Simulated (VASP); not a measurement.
Runs of VASP 6.6.1 on LiRuPb. The structure is that of space group P-6m2 (No. 187), or close to it. The cells are those of the table. 

```csv
task,spin,cell,k mesh,cutoff (eV),gap on the mesh (eV),pressure (GPa),relaxed volume (Å³/atom)
relaxation of cell and atoms,off,"relaxed from a = 4.914, b = 4.914, c = 3.012 Å, angles 90.0, 90.0, 120.0°, 3 atoms",6 × 6 × 6,600,none,0.0,(a)
single point,off,"a = 4.914, b = 4.914, c = 3.012 Å, angles 90.0, 90.0, 120.0°, 3 atoms",6 × 6 × 6,520,none,-,-
single point,off,"a = 4.392, b = 4.392, c = 3.015 Å, angles 90.0, 90.0, 120.0°, 3 atoms",12 × 12 × 16,520,none,-,-
relaxation of cell and atoms,off,"relaxed from a = 4.384, b = 4.384, c = 3.032 Å, angles 90.0, 90.0, 120.0°, 3 atoms",12 × 12 × 16,600,none,0.0,16.80
single point,off,"a = 4.384, b = 4.384, c = 3.032 Å, angles 90.0, 90.0, 120.0°, 3 atoms",6 × 6 × 6,520,none,-,-
single point,"collinear, ferromagnetic start","a = 4.384, b = 4.384, c = 3.032 Å, angles 90.0, 90.0, 120.0°, 3 atoms",6 × 6 × 6,520,none,-,-
```

Alike in all rows: level PBE; potentials or basis VASP PAW PBE potentials, release 64 (Li_sv, Ru_pv, Pb_d); smearing gaussian 0.1 eV.

**Question.** Fill in the values left out.

**Answer.** (a) 16.82.

Caveats: the cutoff is under 1.25 times the usual one of these potentials, so pressure, stress and relaxed cells hold a basis-set (Pulay) error; spin-orbit coupling is left out, which moves the levels of the heavy elements; the volume moved by over 15 % at a fixed basis, so the end points are rough (some runs).

A k mesh can miss the band edges, and the runs leave out spin-orbit coupling on Pb, Ru.

A gap of «none» marks levels without a gap at the run's occupations.
